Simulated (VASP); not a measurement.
Runs of VASP 6.6.1 on Lu. The structure is that of space group Im-3m (No. 229), or close to it. The cells are those of the table. This isn't the form of Lu at room conditions, which is hcp.

| level | cell | gap on the mesh (eV) | pressure (GPa) |
| --- | --- | --- | --- |
| PBEsol | a = 3.171 Å, angles 109.5°, 1 atom | none | 7.4 |
| PBEsol | a = 2.759 Å, angles 109.5°, 1 atom | none | (a) |
| RPBE | a = 2.910 Å, angles 109.5°, 1 atom | none | 43.3 |
| PBEsol | a = 3.046 Å, angles 109.5°, 1 atom | none | 17.2 |

Alike in all rows: task single point; potentials or basis VASP PAW PBE potentials, release 64 (Lu); no spin polarisation; k mesh 16 × 16 × 16; cutoff (eV) 520; smearing fermi-dirac 0.05 eV.

Q: Fill in the values left out.

A: (a) 61.5.

Caveats: the cell stands under pressure; the PAW data sets were made with another functional, which shifts forces and pressure a little; spin-orbit coupling is left out, which moves the levels of the heavy elements.

A k mesh can miss the band edges, and the runs leave out spin-orbit coupling on Lu.

A gap of «none» marks levels without a gap at the run's occupations.
